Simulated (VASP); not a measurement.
A run of VASP 6.6.1:

File INCAR:

```
PREC = Accurate
ENCUT = 520
EDIFF = 1E-6
ISMEAR = 0
SIGMA = 0.013000000000000001
LREAL = False
LASPH = True
NELM = 150
ALGO = Fast
ISIF = 2
LWAVE = False
LCHARG = False
ISPIN = 2
MAGMOM = 2 1
LORBIT = 11
LMAXMIX = 4
GGA = PE
NBANDS = 22
```

Contents of KPOINTS:

```
Automatic mesh
0
Gamma
  9 9 9
```

POSCAR

```
TiCo
1.0
    2.9861109900      0.0000000000      0.0000000000
    0.0000000000      2.9861109900      0.0000000000
    0.0000000000      0.0000000000      2.9861109900
Co Ti
1 1
Direct
    0.5000000000      0.5000000000      0.5000000000
    0.0000000000      0.0000000000      0.0000000000
```

Potentials or basis: VASP PAW PBE potentials, release 64 (Co, Ti_sv).

Command:

```console
$ cat potpaw_PBE.64/Co/POTCAR potpaw_PBE.64/Ti_sv/POTCAR > POTCAR
$ mpirun -np 1 vasp_std > vasp.out
```

Hardware: 1 thread of Intel(R) Xeon(R) 6975P-C (Granite Rapids) (shared host).

Task: How long does it take, and how much memory?

Result: Run time: 20 s on 1 thread of Intel(R) Xeon(R) 6975P-C (Granite Rapids) (shared host), peak memory 0.16 GiB. Counts: scf iterations 18, k points 35.
